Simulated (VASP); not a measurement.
# SiC (F-43m) in VASP: a series of runs

SiC is run at these levels: r2SCAN; tasks: single point, relaxation of cell and atoms.

Program: VASP 6.6.1. These are calculated values, not measurements. Logs are shortened: lines on timing, memory, paths and dates and some standing lists are left out, and cuts for length are marked.

### Step 1. The cell of the first run

The structure is cubic, space group F-43m (No. 216). The conventional cell has a = 4.356 Å, b = 4.356 Å, c = 4.356 Å, α = 90.00°, β = 90.00°, γ = 90.00°. Si (site symmetry -43m) has 4 C at 1.89 Å within 2.5 Å. Within 2.5 Å of C (site symmetry -43m) lie 4 Si at 1.89 Å.

### Step 2. Single point, r2SCAN

The input, POSCAR:

```
SiC
1.0
    4.3563301053      0.0000000000      0.0000000000
    0.0000000000      4.3563301053      0.0000000000
    0.0000000000      0.0000000000      4.3563301053
Si C
4 4
Direct
    0.0000000000      0.0000000000      0.0000000000
    0.0000000000      0.5000000000      0.5000000000
    0.5000000000      0.0000000000      0.5000000000
    0.5000000000      0.5000000000      0.0000000000
    0.2500000000      0.2500000000      0.2500000000
    0.2500000000      0.7500000000      0.7500000000
    0.7500000000      0.2500000000      0.7500000000
    0.7500000000      0.7500000000      0.2500000000
```

The input, INCAR.step1:

```
SYSTEM = SiC
PREC = Accurate
ENCUT = 520
ISMEAR = 0
SIGMA = 0.01
LREAL = .False.
LASPH = .True.
NELM = 100
NBANDS = 26
GGA = PE
ALGO = Normal
EDIFF = 1E-4
LWAVE = .True.
LCHARG = .False.
```

The input, INCAR.step2:

```
SYSTEM = SiC
PREC = Accurate
ENCUT = 520
EDIFF = 1E-6
ISMEAR = 0
SIGMA = 0.01
LREAL = .False.
LASPH = .True.
NELM = 100
ALGO = Normal
ISIF = 2
LWAVE = .False.
LCHARG = .False.
METAGGA = R2SCAN
LMIXTAU = .True.
NBANDS = 26
ISTART = 1
```

The input, KPOINTS:

```
regular mesh
0
Gamma
  6 6 6
  0 0 0
```

Potentials or basis: VASP PAW PBE potentials, release 64 (Si, C).

The run is started by

```bash
$ cat potpaw_PBE.64/Si/POTCAR potpaw_PBE.64/C/POTCAR > POTCAR
$ cp INCAR.step1 INCAR
$ mpirun -np 1 vasp_std > vasp.out
$ cp INCAR.step2 INCAR
$ mpirun -np 1 vasp_std > vasp.out
```

OUTCAR:

```text
SYSTEM = SiC
   PREC = Accurate
   ENCUT = 520
   EDIFF = 1E-6
   ISMEAR = 0
   LREAL = .False.
   LASPH = .True.
   NELM = 100
   ISIF = 2
   METAGGA = R2SCAN
   ISTART = 1

 ion  position               nearest neighbor table
   1  0.000  0.000  0.000-   5 1.89   6 1.89   7 1.89   8 1.89   3 3.08   4 3.08   2 3.08   2 3.08
                             3 3.08   2 3.08   4 3.08   2 3.08   3 3.08   4 3.08   3 3.08   4 3.08
   2  0.000  0.500  0.500-   5 1.89   6 1.89   7 1.89   8 1.89   3 3.08   4 3.08   1 3.08   1 3.08
                             4 3.08   1 3.08   3 3.08   1 3.08   3 3.08   4 3.08   4 3.08   3 3.08
   3  0.500  0.000  0.500-   5 1.89   6 1.89   7 1.89   8 1.89   2 3.08   4 3.08   1 3.08   1 3.08
                             4 3.08   2 3.08   4 3.08   4 3.08   1 3.08   2 3.08   1 3.08   2 3.08
   4  0.500  0.500  0.000-   5 1.89   6 1.89   7 1.89   8 1.89   2 3.08   3 3.08   1 3.08   2 3.08
                             3 3.08   1 3.08   3 3.08   3 3.08   1 3.08   2 3.08   2 3.08   1 3.08
   5  0.250  0.250  0.250-   1 1.89   2 1.89   3 1.89   4 1.89
   6  0.250  0.750  0.750-   1 1.89   2 1.89   3 1.89   4 1.89
   7  0.750  0.250  0.750-   1 1.89   2 1.89   3 1.89   4 1.89
   8  0.750  0.750  0.250-   1 1.89   2 1.89   3 1.89   4 1.89

  LATTYP: Found a simple cubic cell.
 ALAT       =     4.3563301053

  Lattice vectors:

 A1 = (   4.3563301053,   0.0000000000,   0.0000000000)
 A2 = (   0.0000000000,   4.3563301053,   0.0000000000)
 A3 = (   0.0000000000,   0.0000000000,   4.3563301053)

Analysis of symmetry for initial positions (statically):
=====================================================================
 Subroutine PRICEL returns following result:

  LATTYP: Found a face centered cubic cell.
 ALAT       =     4.3563301053

  Lattice vectors:

 A1 = (   2.1781650526,  -2.1781650526,   0.0000000000)
 A2 = (   2.1781650526,   0.0000000000,   2.1781650526)
 A3 = (   0.0000000000,  -2.1781650526,   2.1781650526)

   4 primitive cells build up your supercell.

 Routine SETGRP: Setting up the symmetry group for a
 simple cubic supercell.

 Subroutine GETGRP returns: Found 24 space group operations
 (whereof 24 operations were pure point group operations)
 out of a pool of 48 trial point group operations.

The static configuration has the point symmetry T_d .

Analysis of symmetry for dynamics (positions and initial velocities):
=====================================================================
 Subroutine PRICEL returns following result:

  LATTYP: Found a face centered cubic cell.
 ALAT       =     4.3563301053

  Lattice vectors:

 A1 = (   2.1781650526,  -2.1781650526,   0.0000000000)
 A2 = (   2.1781650526,   0.0000000000,   2.1781650526)
 A3 = (   0.0000000000,  -2.1781650526,   2.1781650526)

   4 primitive cells build up your supercell.

 Routine SETGRP: Setting up the symmetry group for a
 simple cubic supercell.

 Subroutine GETGRP returns: Found 24 space group operations
 (whereof 24 operations were pure point group operations)
 out of a pool of 48 trial point group operations.

The dynamic configuration has the point symmetry T_d .

 Subroutine INISYM returns: Found 24 space group operations
 (whereof 24 operations are pure point group operations),
 and found     4 'primitive' translations

----------------------------------------------------------------------------------------

                                     Primitive cell

  volume of cell :      20.6682

  direct lattice vectors                    reciprocal lattice vectors
     2.178165053 -2.178165053  0.000000000     0.229551016 -0.229551016 -0.229551016
     2.178165053  0.000000000  2.178165053     0.229551016  0.229551016  0.229551016
     0.000000000 -2.178165053  2.178165053    -0.229551016 -0.229551016  0.229551016

  length of vectors
     3.080390559  3.080390559  3.080390559     0.397594022  0.397594022  0.397594022

  position of ions in fractional coordinates (direct lattice)
     0.000000000  0.000000000  0.000000000
     0.750000000  0.750000000  0.750000000

  ion indices of the primitive-cell ions
   primitive index   ion index
                 1           1
                 2           5

----------------------------------------------------------------------------------------

 KPOINTS: regular mesh

Automatic generation of k-mesh.
 Grid dimensions read from file:
 generate k-points for:    6    6    6

 Generating k-lattice:

  Cartesian coordinates                     Fractional coordinates (reciprocal lattice)
     0.038258503  0.000000000  0.000000000     0.166666667  0.000000000  0.000000000
     0.000000000  0.038258503  0.000000000     0.000000000  0.166666667  0.000000000
     0.000000000  0.000000000  0.038258503     0.000000000  0.000000000  0.166666667

  Length of vectors
     0.038258503  0.038258503  0.038258503

  Shift w.r.t. Gamma in fractional coordinates (k-lattice)
     0.000000000  0.000000000  0.000000000

 Subroutine IBZKPT returns following result:
 ===========================================

 Found     20 irreducible k-points:

 Following reciprocal coordinates:
            Coordinates               Weight
  0.000000  0.000000  0.000000      1.000000
  0.166667  0.000000  0.000000      6.000000
  0.333333  0.000000  0.000000      6.000000
  0.500000  0.000000  0.000000      3.000000
  0.166667  0.166667  0.000000     12.000000
  0.333333  0.166667  0.000000     24.000000
[... 12 lines left out ...]
  0.500000  0.500000  0.333333      6.000000
  0.500000  0.500000  0.500000      1.000000
   k-points           NKPTS =     20   k-points in BZ     NKDIM =     20   number of bands    NBANDS=     26
   number of dos      NEDOS =    301   number of ions     NIONS =      8
   total plane-waves  NPLWV =  32768
   dimension x,y,z NGX =    32 NGY =   32 NGZ =   32
   dimension x,y,z NGXF=    64 NGYF=   64 NGZF=   64
   ions per type =               4   4
   NGX,Y,Z   is equivalent  to a cutoff of  12.21, 12.21, 12.21 a.u.
   NGXF,Y,Z  is equivalent  to a cutoff of  24.42, 24.42, 24.42 a.u.
 SYSTEM =  SiC
   PREC   = accura    normal or accurate (medium, high low for compatibility)
   ISTART =      1    job   : 0-new  1-cont  2-samecut
   ICHARG =      0    charge: 1-file 2-atom 10-const
   ISPIN  =      1    spin polarized calculation?
   LNONCOLLINEAR =      F non collinear calculations
   LSORBIT =      F    spin-orbit coupling
   LASPH  =      T    aspherical Exc in radial PAW
   ENCUT  =  520.0 eV  38.22 Ry    6.18 a.u.   8.10  8.10  8.10*2*pi/ulx,y,z
   NELM   =    100;   NELMIN=  2; NELMDL=  0     # of ELM steps
   EDIFF  = 0.1E-05   stopping-criterion for ELM
   LREAL  =      F    real-space projection
   EDIFFG = 0.1E-04   stopping-criterion for IOM
   NSW    =      0    number of steps for IOM
   IBRION =     -1    ionic relax: 0-MD 1-quasi-New 2-CG
   NFREE  =      0    steps in history (QN), initial steepest desc. (CG)
   ISIF   =      2    stress and relaxation
   ISYM   =      2    0-nonsym 1-usesym 2-fastsym
   POTIM  = 0.5000    time-step for ionic-motion
   TEBEG  =    0.0;   TEEND  =   0.0 temperature during run
   PSTRESS=    0.0 pullay stress
   NELECT =      32.0000    total number of electrons
   NUPDOWN=      -1.0000    fix difference up-down
   EMIN   =  10.00;   EMAX   =-10.00  energy-range for DOS
   EFERMI =   0.00;   METHOD = LEGACY
   ISMEAR =     0;   SIGMA  =   0.01  broadening in eV -4-tet -1-fermi 0-gaus
   EFERMI_NEDOS =   21; number of points for ismear=-14 and -15
   IALGO  =     38    algorithm
   IMIX   =      4    mixing-type and parameters
     AMIX     =   0.40;   BMIX     =  1.00
     AMIX_MAG =   1.60;   BMIX_MAG =  1.00
  volume/ion in A,a.u.               =      10.33        69.74
  Fermi-wavevector in a.u.,A,eV,Ry     =   1.193083  2.254600 19.367177  1.423447
  Thomas-Fermi vector in A             =   2.329106
   LORBIT       =      0    0 simple, 1 ext, 2 COOP (PROOUT), +10 PAW based schemes
   METAGGA = R2SCAN    functional components
   LHFCALC =     F    Hartree Fock is set to
   AEXX    =    0.0000 exact exchange contribution
   IVDW    =     0    specifies the selected vdW correction
   LEPSILON=     F    determine dielectric tensor
   LRPA    =     F    only Hartree local field effects (RPA)
 non-spin polarized calculation
 Gauss-broadening in eV      SIGMA  =   0.01
  energy-cutoff  :      520.00
  volume of cell :       82.67
 maximum number of plane-waves:      2272
   NGX = 17   NGY = 17   NGZ = 17

 number of electron      32.0000007 magnetization

 Free energy of the ion-electron system (eV)
  ---------------------------------------------------
  ext. energy  EPLUGINS =         0.00000000
  ---------------------------------------------------
  free energy    TOTEN  =       -77.30830246 eV

  energy without entropy =      -77.30830246  energy(sigma->0) =      -77.30830246

 E-fermi :   8.0487     XC(G=0): -11.9396

 val. band max:        7.9948821597   @ k =   0.0000   0.0000   0.0000
 cond. band min:       9.7195604933   @ k =   0.0000   0.0000   0.0000
 fundamental gap:      1.7246783335
 Fermi energy:         8.0486731536

 k-point     1 :       0.0000    0.0000    0.0000
  band No.  band energies     occupation
      1      -8.1937      2.00000
      2      -3.1008      2.00000
      3      -3.1008      2.00000
      4      -3.1008      2.00000
      5      -0.0589      2.00000
      6      -0.0589      2.00000
[... 18 lines left out ...]
     25      15.8526      0.00000
     26      15.8526      0.00000

 k-point     2 :       0.1667    0.0000    0.0000
  band No.  band energies     occupation
      1      -8.0059      2.00000
      2      -3.9567      2.00000
      3      -3.0497      2.00000
      4      -3.0497      2.00000
      5       0.0902      2.00000
      6       0.0902      2.00000
[... 18 lines left out ...]
     25      16.3867      0.00000
     26      16.3867      0.00000

 k-point     3 :       0.3333    0.0000    0.0000
  band No.  band energies     occupation
      1      -7.4482      2.00000
      2      -5.3297      2.00000
      3      -2.9412      2.00000
      4      -2.9412      2.00000
      5       0.4751      2.00000
      6       0.4751      2.00000
[... 18 lines left out ...]
     25      17.7050      0.00000
     26      17.7050      0.00000

 k-point     4 :       0.5000    0.0000    0.0000
  band No.  band energies     occupation
      1      -6.5403      2.00000
      2      -6.5403      2.00000
      3      -2.8832      2.00000
      4      -2.8832      2.00000
      5       0.7566      2.00000
      6       0.7566      2.00000
[... 18 lines left out ...]
     25      18.2346      0.00000
     26      18.2346      0.00000
[... 380 lines left out ...]
      1      -5.2957      2.00000
      2      -5.2957      2.00000
      3      -4.2602      2.00000
      4      -4.2602      2.00000
      5      -0.4908      2.00000
      6      -0.4908      2.00000
[... 18 lines left out ...]
     25      16.5687      0.00000
     26      16.5687      0.00000

 k-point    19 :       0.5000    0.5000    0.3333
  band No.  band energies     occupation
      1      -4.7196      2.00000
      2      -4.7196      2.00000
      3      -4.7196      2.00000
      4      -4.7196      2.00000
      5      -0.3566      2.00000
      6      -0.3566      2.00000
[... 18 lines left out ...]
     25      16.0932      0.00000
     26      16.0932      0.00000

 k-point    20 :       0.5000    0.5000    0.5000
  band No.  band energies     occupation
      1      -4.5650      2.00000
      2      -4.5650      2.00000
      3      -4.5650      2.00000
      4      -4.5650      2.00000
      5      -0.8296      2.00000
      6      -0.8296      2.00000
[... 18 lines left out ...]
     25      15.7511      0.00000
     26      15.7511      0.00000

------------------------ aborting loop because EDIFF is reached ----------------------------------------

  FORCE on cell =-STRESS in cart. coord.  units (eV):
  Direction    XX          YY          ZZ          XY          YZ          ZX
  --------------------------------------------------------------------------------------
  -------------------------------------------------------------------------------------
  Total       -0.0961904     -0.0961904     -0.0961904      0.0000000      0.0000000     -0.0000000
  in kB       -1.8641462     -1.8641462     -1.8641462      0.0000000      0.0000000     -0.0000000
  external PRESSURE =      -1.8641462 kB  Pullay stress =       0.0000000 kB

 VOLUME and BASIS-vectors are now :
 -----------------------------------------------------------------------------
  energy-cutoff  :      520.00
  volume of cell :       82.67
      direct lattice vectors                 reciprocal lattice vectors
     4.356330105  0.000000000  0.000000000     0.229551016  0.000000000  0.000000000
     0.000000000  4.356330105  0.000000000     0.000000000  0.229551016  0.000000000
     0.000000000  0.000000000  4.356330105     0.000000000  0.000000000  0.229551016

 POSITION                                       TOTAL-FORCE (eV/Angst)
 -----------------------------------------------------------------------------------
      0.00000      0.00000      0.00000         0.000000     -0.000000      0.000000
      0.00000      2.17817      2.17817         0.000000     -0.000000      0.000000
      2.17817      0.00000      2.17817         0.000000     -0.000000      0.000000
      2.17817      2.17817      0.00000         0.000000     -0.000000      0.000000
      1.08908      1.08908      1.08908         0.000000     -0.000000     -0.000000
      1.08908      3.26725      3.26725        -0.000000     -0.000000     -0.000000
      3.26725      1.08908      3.26725        -0.000000      0.000000     -0.000000
      3.26725      3.26725      1.08908        -0.000000      0.000000      0.000000
 -----------------------------------------------------------------------------------
    total drift:                                0.000000      0.000000      0.000000

  FREE ENERGIE OF THE ION-ELECTRON SYSTEM (eV)
  ---------------------------------------------------
  free  energy   TOTEN  =       -77.3083024591 eV

  energy  without entropy=      -77.3083024591  energy(sigma->0) =      -77.30830246
```

It took 1.9 min on 1 thread of Intel Xeon 8259CL, shared host; peak memory 0.19 GiB.

Results:

```yaml
Free_energy: -77.3083 eV
Pressure: -0.2 GPa
Band_gap_on_the_k_mesh: 1.72 eV
```

Caveat: the PAW data sets were made with another functional, which shifts forces and pressure a little. A k mesh can miss the band edges.

### Step 3. Relaxation of cell and atoms, r2SCAN

This run uses another cell than the first one, of 10.36 Å³/atom.

POSCAR, as its differences from that of step 2:

```diff
@@ -2,5 +2,5 @@
 1.0
-    4.3563301053      0.0000000000      0.0000000000
-    0.0000000000      4.3563301053      0.0000000000
-    0.0000000000      0.0000000000      4.3563301053
+    4.3600000000      0.0000000000      0.0000000000
+    0.0000000000      4.3600000000      0.0000000000
+    0.0000000000      0.0000000000      4.3600000000
 Si C
```

The input, INCAR.step1:

```
ALGO = Normal
EDIFF = 1E-4
ENCUT = 600
GGA = PE
ISMEAR = 0
LASPH = True
LCHARG = False
LREAL = False
LWAVE = True
NELM = 60
PREC = Accurate
SIGMA = 0.01
```

The input, INCAR.step2:

```
ALGO = Normal
EDIFF = 1E-6
EDIFFG = -0.002
ENCUT = 600
IBRION = 2
ISIF = 3
ISMEAR = 0
ISTART = 1
LASPH = True
LCHARG = False
LMIXTAU = True
LREAL = False
LWAVE = False
METAGGA = R2SCAN
NELM = 60
NSW = 80
PREC = Accurate
SIGMA = 0.01
```

The input, KPOINTS:

```
k-points
0
Gamma
  6 6 6
```

Potentials or basis: VASP PAW PBE potentials, release 64 (Si, C).

The run is started by

```bash
$ cat potpaw_PBE.64/Si/POTCAR potpaw_PBE.64/C/POTCAR > POTCAR
$ cp INCAR.step1 INCAR
$ mpirun -np 1 vasp_std > vasp.out
$ cp INCAR.step2 INCAR
$ mpirun -np 1 vasp_std > vasp.out
```

It took 6.5 min on 1 thread of Intel Xeon 8259CL, shared host; peak memory 0.23 GiB.

It converged, with:

```yaml
Free_energy: -77.3168 eV
Relaxed_volume: 10.32 Å³/atom
Relaxed_cell: a = 4.354 Å, b = 4.354 Å, c = 4.354 Å, α = 90.00°, β = 90.00°, γ = 90.00°
Space_group_after_relaxing_to_0.1_Å: F-43m (No. 216)
Energy_gained_by_relaxing: 0.1 meV/atom
Ionic_steps: 3
Pressure_after_relaxing: 0.0 GPa
Band_gap_on_the_k_mesh: 1.72 eV
```

Step by step:
```
step  energy change (eV)  largest force (eV/Å)  pressure (GPa)  volume (Å³)
   1              0.0000                0.0000           -0.93        82.88
   2              0.0002                0.0000            1.05        82.17
   3             -0.0010                0.0000            0.00        82.54
```

Final structure:
```cif
data_structure
_symmetry_space_group_name_H-M 'P 1'
_symmetry_Int_Tables_number 1
_cell_length_a 4.3540
_cell_length_b 4.3540
_cell_length_c 4.3540
_cell_angle_alpha 90.000
_cell_angle_beta 90.000
_cell_angle_gamma 90.000
_cell_volume 82.54
loop_
_atom_site_label
_atom_site_type_symbol
_atom_site_fract_x
_atom_site_fract_y
_atom_site_fract_z
_atom_site_occupancy
Si1 Si 0.00000 0.00000 0.00000 1
Si2 Si 0.00000 0.50000 0.50000 1
Si3 Si 0.50000 0.00000 0.50000 1
Si4 Si 0.50000 0.50000 0.00000 1
C1 C 0.25000 0.25000 0.25000 1
C2 C 0.25000 0.75000 0.75000 1
C3 C 0.75000 0.25000 0.75000 1
C4 C 0.75000 0.75000 0.25000 1
```

Levels at points of the mesh, in eV from the valence-band top:
```csv
k point,band 13,band 14,band 15,band 16,band 17,band 18,band 19,band 20
"(0.00, 0.00, 0.00)",-3.34,0.00,0.00,0.00,1.72,1.72,1.72,4.83
"(0.50, 0.00, 0.00)",-2.02,-2.02,-2.02,-2.02,4.55,4.55,5.73,5.73
"(0.50, 0.50, 0.00)",-1.24,-1.24,-1.24,-1.24,6.08,6.08,6.08,6.08
"(0.50, 0.50, 0.50)",-1.11,-1.11,-1.11,-1.11,6.02,6.02,6.02,6.02
```

Caveat: the PAW data sets were made with another functional, which shifts forces and pressure a little.
